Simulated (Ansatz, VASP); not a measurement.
P in VASP and in Ansatz

INCAR

```
PREC     = Accurate       # precision mode
ENCUT    = 520            # plane-wave cutoff, eV
EDIFF    = 1E-7           # SCF threshold, eV
ISMEAR   = -1             # smearing method
SIGMA    = 0.1            # smearing width, eV
LREAL    = F              # projectors in reciprocal space
LASPH    = T              # aspherical terms in the spheres
NELM     = 100            # most SCF steps
ALGO     = Normal         # electronic algorithm
ISIF     = 2              # what is computed and relaxed
LWAVE    = F              # write WAVECAR
LCHARG   = F              # write CHGCAR
GGA      = PE             # functional
NBANDS   = 12             # bands
```

Contents of KPOINTS:

```
regular mesh
0
Gamma
  11 11 11
```

The input POSCAR:

```
P
1.0
    0.0000000000      2.6248386643      2.6248386643
    2.6248386643      0.0000000000      2.6248386643
    2.6248386643      2.6248386643      0.0000000000
P
2
Direct
    0.1250000000      0.1250000000      0.1250000000
    0.8750000000      0.8750000000      0.8750000000
```

Input for Ansatz:

```yaml
crystal:
  lattice:
    - [0.0, 2.6248386643, 2.6248386643]
    - [2.6248386643, 0.0, 2.6248386643]
    - [2.6248386643, 2.6248386643, 0.0]
  atoms:
    - { symbol: P, position: [0.125, 0.125, 0.125] }
    - { symbol: P, position: [0.875, 0.875, 0.875] }
hamiltonian:
  xc: pbe
  pseudopotentials:
    kind: paw
    azcp:
      P: "pseudopotentials/P.paw.azcp"
basis:
  ecutwfc: 420
  fft_grid_basis: typed
kpoints:
  mp_grid: { grid: [11, 11, 11], shift: [0, 0, 0] }
magnetization:
  spin_polarized: false
scf:
  occupations: { method: fermi_dirac, width: 0.1 }
  lower_state_search: "off"
output:
  stress: true
```

Alike in both runs: task single point; functional PBE; k mesh 11 × 11 × 11; occupations fermi-dirac, width 0.1 eV; no spin polarisation.

```csv
,VASP,Ansatz
version,VASP 6.6.1,Ansatz 0.2.0
potentials or method,"VASP PAW PBE potentials, release 64 (P), cutoff 520 eV","plane waves (420 eV) with PAW, scalar-relativistic"
valence electrons in the cell,10,10
```

VASP gave:

* pressure (GPa): 7.0

Task: Estimate Ansatz's values.

Result: Pressure (GPa): 7.2.
